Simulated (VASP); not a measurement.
Write the native input for VASP 6.6.1 that does the following.

```yaml
Task: relaxation of cell and atoms
Functional: PBE
Dispersion: D3(BJ)
Potentials_or_basis: VASP PAW PBE potentials, release 64 (Sn_d, S)
Cutoff: 500 eV
k_mesh: 12 × 12 × 6
Occupations: gaussian, width 0.01 eV
Spin: no spin polarisation
Target_pressure: 5 GPa
Dipole_correction: no
Further_INCAR_settings: ALGO = Normal; EDIFF = 1e-07; IBRION = 2; EDIFFG = -0.001; NSW = 80; ISIF = 3
```

The structure of SnS2 lies in POSCAR:

```
SnS2
1.0
    3.6692796055      0.0000000000      0.0000000000
   -1.8346398027      3.1776893519      0.0000000000
    0.0000000000      0.0000000000      5.8062614806
Sn S
1 2
Direct
    0.0000000000      0.0000000000      0.0000000000
    0.6666666667      0.3333333333      0.2546020433
    0.3333333333      0.6666666667      0.7453979567
```

The input as run:

INCAR

```
SYSTEM = SnS2
ALGO = Normal
EDIFF = 1E-7
EDIFFG = -0.001
ENCUT = 500
GGA = PE
GGA_COMPAT = .False.
IBRION = 2
ISIF = 3
ISMEAR = 0
IVDW = 12
LASPH = .True.
LCHARG = .False.
LREAL = .False.
LWAVE = .False.
NELM = 120
NELMIN = 4
NSW = 80
PREC = Accurate
PSTRESS = 50.0
SIGMA = 0.01
```

KPOINTS

```
k-points
0
Gamma
  12 12 6
  0 0 0
```

Potentials or basis: VASP PAW PBE potentials, release 64 (Sn_d, S).

Command:

```sh
$ cat potpaw_PBE.64/Sn_d/POTCAR potpaw_PBE.64/S/POTCAR > POTCAR
$ mpirun -np 1 vasp_std > vasp.out
```

Results of the run:

| Item | Value |
| --- | --- |
| Relaxed volume | 20.18 Å³/atom |
| Relaxed cell | a = 3.611 Å, b = 3.611 Å, c = 5.361 Å, α = 90.00°, β = 90.00°, γ = 120.00° |
| Space group after relaxing (to 0.1 Å) | P-3m1 (No. 164) |
| Energy change on relaxing (the run minimises the enthalpy) | +30.4 meV/atom |
| Ionic steps | 15 |
| Pressure after relaxing | 5.0 GPa |
| Band gap on the k mesh | 0.82 eV (least direct gap 1.56 eV) |
| Dispersion energy per atom | -0.371 eV |

Caveat: the cell is relaxed towards a set pressure, so the run minimises the enthalpy, not the energy; spin-orbit coupling is left out, which moves the levels of the heavy elements.

It took 15 min on 1 thread of Intel(R) Xeon(R) Platinum 8259CL CPU @ 2.50GHz (Skylake/Cascade Lake), with other jobs on the host, peak memory 0.27 GiB.
